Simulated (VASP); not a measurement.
# CdSe (F-43m) in VASP: notebook

Runs on CdSe. Level: PBE. Tasks: single point.

Everything below comes from runs of VASP 6.6.1. Logs are shortened: lines on timing, memory, paths and dates and some standing lists are left out, and cuts for length are marked.

## Step 1: The cell of the first run

Symmetry: F-43m, No. 216, cubic system. The conventional cell has a = 6.141 Å, b = 6.141 Å, c = 6.141 Å, α = 90.00°, β = 90.00°, γ = 90.00°. Cd (site symmetry -43m) has 4 Se at 2.66 Å within 3.5 Å. Within 3.5 Å of Se (site symmetry -43m) lie 4 Cd at 2.66 Å.

## Step 2: Single point, PBE

File INCAR:

```
SYSTEM = CdSe
  PREC = Accurate
  ENCUT = 520
  EDIFF = 1E-6
  ISMEAR = 0
  SIGMA = 0.02
  LREAL = .False.
  LASPH = .True.
  NELM = 100
  ALGO = Normal
  ISIF = 2
  LWAVE = .False.
  LCHARG = .True.
  GGA = PE
  LELF = .True.
  LVHAR = .True.
  NBANDS = 16
```

File KPOINTS:

```
regular mesh
0
Gamma
  10 10 10
  0 0 0
```

File POSCAR:

```
CdSe
1.0
    0.0000000000      3.0702711986      3.0702711986
    3.0702711986      0.0000000000      3.0702711986
    3.0702711986      3.0702711986      0.0000000000
Cd Se
1 1
Direct
    0.0000000000      0.0000000000      0.0000000000
    0.7500000000      0.7500000000      0.7500000000
```

Potentials or basis: VASP PAW PBE potentials, release 64 (Cd, Se).

Started as:

```bash
> cat potpaw_PBE.64/Cd/POTCAR potpaw_PBE.64/Se/POTCAR > POTCAR
> mpirun -np 1 vasp_std > vasp.out
```

OUTCAR:

```text
SYSTEM = CdSe
   PREC = Accurate
   ENCUT = 520
   EDIFF = 1E-6
   ISMEAR = 0
   LREAL = .False.
   LASPH = .True.
   NELM = 100
   ISIF = 2
   GGA = PE

 ion  position               nearest neighbor table
   1  0.000  0.000  0.000-   2 2.66   2 2.66   2 2.66   2 2.66
   2  0.750  0.750  0.750-   1 2.66   1 2.66   1 2.66   1 2.66

  LATTYP: Found a face centered cubic cell.
 ALAT       =     6.1405423972

  Lattice vectors:

 A1 = (   0.0000000000,   3.0702711986,   3.0702711986)
 A2 = (   3.0702711986,   0.0000000000,   3.0702711986)
 A3 = (   3.0702711986,   3.0702711986,   0.0000000000)

Analysis of symmetry for initial positions (statically):
=====================================================================
 Subroutine PRICEL returns:
 Original cell was already a primitive cell.

 Routine SETGRP: Setting up the symmetry group for a
 face centered cubic supercell.

 Subroutine GETGRP returns: Found 24 space group operations
 (whereof 24 operations were pure point group operations)
 out of a pool of 48 trial point group operations.

The static configuration has the point symmetry T_d .

Analysis of symmetry for dynamics (positions and initial velocities):
=====================================================================
 Subroutine PRICEL returns:
 Original cell was already a primitive cell.

 Routine SETGRP: Setting up the symmetry group for a
 face centered cubic supercell.

 Subroutine GETGRP returns: Found 24 space group operations
 (whereof 24 operations were pure point group operations)
 out of a pool of 48 trial point group operations.

The dynamic configuration has the point symmetry T_d .

 Subroutine INISYM returns: Found 24 space group operations
 (whereof 24 operations are pure point group operations),
 and found     1 'primitive' translations

----------------------------------------------------------------------------------------

                                     Primitive cell

  volume of cell :      57.8842

  direct lattice vectors                    reciprocal lattice vectors
     0.000000000  3.070271199  3.070271199    -0.162852063  0.162852063  0.162852063
     3.070271199  0.000000000  3.070271199     0.162852063 -0.162852063  0.162852063
     3.070271199  3.070271199  0.000000000     0.162852063  0.162852063 -0.162852063

  length of vectors
     4.342019169  4.342019169  4.342019169     0.282068048  0.282068048  0.282068048

  position of ions in fractional coordinates (direct lattice)
     0.000000000  0.000000000  0.000000000
     0.750000000  0.750000000  0.750000000

  ion indices of the primitive-cell ions
   primitive index   ion index
                 1           1
                 2           2

----------------------------------------------------------------------------------------

 KPOINTS: regular mesh

Automatic generation of k-mesh.
 Grid dimensions read from file:
 generate k-points for:   10   10   10

 Generating k-lattice:

  Cartesian coordinates                     Fractional coordinates (reciprocal lattice)
    -0.016285206  0.016285206  0.016285206     0.100000000  0.000000000  0.000000000
     0.016285206 -0.016285206  0.016285206     0.000000000  0.100000000  0.000000000
     0.016285206  0.016285206 -0.016285206     0.000000000  0.000000000  0.100000000

  Length of vectors
     0.028206805  0.028206805  0.028206805

  Shift w.r.t. Gamma in fractional coordinates (k-lattice)
     0.000000000  0.000000000  0.000000000

 Subroutine IBZKPT returns following result:
 ===========================================

 Found     47 irreducible k-points:

 Following reciprocal coordinates:
            Coordinates               Weight
  0.000000  0.000000  0.000000      1.000000
  0.100000  0.000000  0.000000      8.000000
  0.200000  0.000000  0.000000      8.000000
  0.300000  0.000000  0.000000      8.000000
  0.400000  0.000000  0.000000      8.000000
  0.500000  0.000000  0.000000      4.000000
[... 16 lines left out ...]
  0.300000  0.300000  0.000000      6.000000
  0.400000  0.300000  0.000000     24.000000
 [... further k-points ...]
   k-points           NKPTS =     47   k-points in BZ     NKDIM =     47   number of bands    NBANDS=     16
   number of dos      NEDOS =    301   number of ions     NIONS =      2
   total plane-waves  NPLWV =  32768
   dimension x,y,z NGX =    32 NGY =   32 NGZ =   32
   dimension x,y,z NGXF=    64 NGYF=   64 NGZF=   64
   ions per type =               1   1
   NGX,Y,Z   is equivalent  to a cutoff of  12.25, 12.25, 12.25 a.u.
   NGXF,Y,Z  is equivalent  to a cutoff of  24.50, 24.50, 24.50 a.u.
 SYSTEM =  CdSe
   PREC   = accura    normal or accurate (medium, high low for compatibility)
   ISTART =      0    job   : 0-new  1-cont  2-samecut
   ICHARG =      2    charge: 1-file 2-atom 10-const
   ISPIN  =      1    spin polarized calculation?
   LNONCOLLINEAR =      F non collinear calculations
   LSORBIT =      F    spin-orbit coupling
   LASPH  =      T    aspherical Exc in radial PAW
   ENCUT  =  520.0 eV  38.22 Ry    6.18 a.u.   8.07  8.07  8.07*2*pi/ulx,y,z
   NELM   =    100;   NELMIN=  2; NELMDL= -5     # of ELM steps
   EDIFF  = 0.1E-05   stopping-criterion for ELM
   LREAL  =      F    real-space projection
   EDIFFG = 0.1E-04   stopping-criterion for IOM
   NSW    =      0    number of steps for IOM
   IBRION =     -1    ionic relax: 0-MD 1-quasi-New 2-CG
   NFREE  =      0    steps in history (QN), initial steepest desc. (CG)
   ISIF   =      2    stress and relaxation
   ISYM   =      2    0-nonsym 1-usesym 2-fastsym
   POTIM  = 0.5000    time-step for ionic-motion
   TEBEG  =    0.0;   TEEND  =   0.0 temperature during run
   PSTRESS=    0.0 pullay stress
   NELECT =      18.0000    total number of electrons
   NUPDOWN=      -1.0000    fix difference up-down
   EMIN   =  10.00;   EMAX   =-10.00  energy-range for DOS
   EFERMI =   0.00;   METHOD = LEGACY
   ISMEAR =     0;   SIGMA  =   0.02  broadening in eV -4-tet -1-fermi 0-gaus
   EFERMI_NEDOS =   21; number of points for ismear=-14 and -15
   IALGO  =     38    algorithm
   IMIX   =      4    mixing-type and parameters
     AMIX     =   0.40;   BMIX     =  1.00
     AMIX_MAG =   1.60;   BMIX_MAG =  1.00
  volume/ion in A,a.u.               =      28.94       195.31
  Fermi-wavevector in a.u.,A,eV,Ry     =   1.109121  2.095935 16.737199  1.230149
  Thomas-Fermi vector in A             =   2.245657
   LORBIT       =      0    0 simple, 1 ext, 2 COOP (PROOUT), +10 PAW based schemes
   GGA     = PE    functional components
   LHFCALC =     F    Hartree Fock is set to
   AEXX    =    0.0000 exact exchange contribution
   IVDW    =     0    specifies the selected vdW correction
   LEPSILON=     F    determine dielectric tensor
   LRPA    =     F    only Hartree local field effects (RPA)
 non-spin polarized calculation
 Gauss-broadening in eV      SIGMA  =   0.02
  energy-cutoff  :      520.00
  volume of cell :       57.88
 maximum number of plane-waves:      1588
   NGX = 17   NGY = 17   NGZ = 17

 number of electron      18.0000008 magnetization

 Free energy of the ion-electron system (eV)
  ---------------------------------------------------
  ext. energy  EPLUGINS =         0.00000000
  ---------------------------------------------------
  free energy    TOTEN  =        -5.49107197 eV

  energy without entropy =       -5.49107197  energy(sigma->0) =       -5.49107197

 E-fermi :   0.8486     XC(G=0):  -8.7568

 val. band max:        0.7181419329   @ k =   0.0000   0.0000   0.0000
 cond. band min:       1.2679371518   @ k =   0.0000   0.0000   0.0000
 fundamental gap:      0.5497952190
 Fermi energy:         0.8486102428

 k-point     1 :       0.0000    0.0000    0.0000
  band No.  band energies     occupation
      1     -11.7192      2.00000
      2      -7.1232      2.00000
      3      -7.1232      2.00000
      4      -7.1232      2.00000
      5      -6.7787      2.00000
      6      -6.7787      2.00000
[... 8 lines left out ...]
     15      11.7531      0.00000
     16      11.7531      0.00000

 k-point     2 :       0.1000    0.0000    0.0000
  band No.  band energies     occupation
      1     -11.6865      2.00000
      2      -7.1128      2.00000
      3      -7.1128      2.00000
      4      -7.0939      2.00000
      5      -6.7793      2.00000
      6      -6.7793      2.00000
[... 8 lines left out ...]
     15      11.1642      0.00000
     16      11.1642      0.00000

 k-point     3 :       0.2000    0.0000    0.0000
  band No.  band energies     occupation
      1     -11.6003      2.00000
      2      -7.0871      2.00000
      3      -7.0871      2.00000
      4      -6.9982      2.00000
      5      -6.7788      2.00000
      6      -6.7788      2.00000
[... 8 lines left out ...]
     15      10.7331      0.00000
     16      11.0491      0.00000

 k-point     4 :       0.3000    0.0000    0.0000
  band No.  band energies     occupation
      1     -11.4926      2.00000
      2      -7.0596      2.00000
      3      -7.0596      2.00000
      4      -6.8269      2.00000
      5      -6.7728      2.00000
      6      -6.7728      2.00000
[... 8 lines left out ...]
     15      10.9832      0.00000
     16      10.9832      0.00000
[... 324 lines left out ...]
 k-point    22 :      -0.2000    0.2000    0.0000
  band No.  band energies     occupation
      1     -11.4564      2.00000
      2      -7.0438      2.00000
      3      -7.0301      2.00000
      4      -6.8291      2.00000
      5      -6.7917      2.00000
      6      -6.7210      2.00000
[... 8 lines left out ...]
     15      11.8949      0.00000
     16      13.0086      0.00000

 k-point    23 :       0.3000    0.3000    0.0000
  band No.  band energies     occupation
      1     -11.4194      2.00000
      2      -6.9736      2.00000
      3      -6.9736      2.00000
      4      -6.9372      2.00000
      5      -6.7435      2.00000
      6      -6.7347      2.00000
[... 8 lines left out ...]
     15      12.4727      0.00000
     16      14.4562      0.00000

 k-point    24 :       0.4000    0.3000    0.0000
  band No.  band energies     occupation
      1     -11.3511      2.00000
      2      -6.9668      2.00000
      3      -6.9438      2.00000
      4      -6.8976      2.00000
      5      -6.7379      2.00000
      6      -6.6202      2.00000
[... 8 lines left out ...]
     15      12.8607      0.00000
     16      14.2513      0.00000

 [... further k-points ...]

------------------------ aborting loop because EDIFF is reached ----------------------------------------

  FORCE on cell =-STRESS in cart. coord.  units (eV):
  Direction    XX          YY          ZZ          XY          YZ          ZX
  --------------------------------------------------------------------------------------
  -------------------------------------------------------------------------------------
  Total        0.5673706      0.5673706      0.5673706     -0.0000000      0.0000000     -0.0000000
  in kB       15.7042503     15.7042503     15.7042503     -0.0000000      0.0000000     -0.0000000
  external PRESSURE =      15.7042503 kB  Pullay stress =       0.0000000 kB

 VOLUME and BASIS-vectors are now :
 -----------------------------------------------------------------------------
  energy-cutoff  :      520.00
  volume of cell :       57.88
      direct lattice vectors                 reciprocal lattice vectors
     0.000000000  3.070271199  3.070271199    -0.162852063  0.162852063  0.162852063
     3.070271199  0.000000000  3.070271199     0.162852063 -0.162852063  0.162852063
     3.070271199  3.070271199  0.000000000     0.162852063  0.162852063 -0.162852063

 POSITION                                       TOTAL-FORCE (eV/Angst)
 -----------------------------------------------------------------------------------
      0.00000      0.00000      0.00000        -0.000000     -0.000000     -0.000000
      4.60541      4.60541      4.60541         0.000000      0.000000      0.000000
 -----------------------------------------------------------------------------------
    total drift:                                0.000001      0.000001      0.000000

  FREE ENERGIE OF THE ION-ELECTRON SYSTEM (eV)
  ---------------------------------------------------
  free  energy   TOTEN  =        -5.4910719741 eV

  energy  without entropy=       -5.4910719741  energy(sigma->0) =       -5.49107197
```

It took 23 s on 1 thread of Intel Xeon Platinum 8259CL at 2.50GHz (Skylake/Cascade Lake), shared host; peak memory 0.2 GiB.

Results:

```yaml
Free_energy: -5.4911 eV
Pressure: 1.6 GPa
Band_gap_on_the_k_mesh: 0.55 eV, direct
```

Levels at points of the mesh, in eV from the valence-band top:
| k point | band 5 | band 6 | band 7 | band 8 | band 9 | band 10 | band 11 | band 12 | band 13 | band 14 |
| --- | --- | --- | --- | --- | --- | --- | --- | --- | --- | --- |
| (0.00, 0.00, 0.00) | -7.50 | -7.50 | 0.00 | 0.00 | 0.00 | 0.55 | 5.93 | 5.93 | 5.93 | 9.67 |
| (0.50, 0.00, 0.00) | -7.48 | -7.22 | -4.22 | -0.71 | -0.71 | 2.36 | 6.44 | 6.44 | 7.34 | 9.97 |
| (0.50, 0.50, 0.00) | -7.44 | -7.16 | -3.95 | -1.76 | -1.76 | 3.19 | 3.73 | 8.98 | 10.05 | 10.05 |

(Continued in part 2 of 2.)
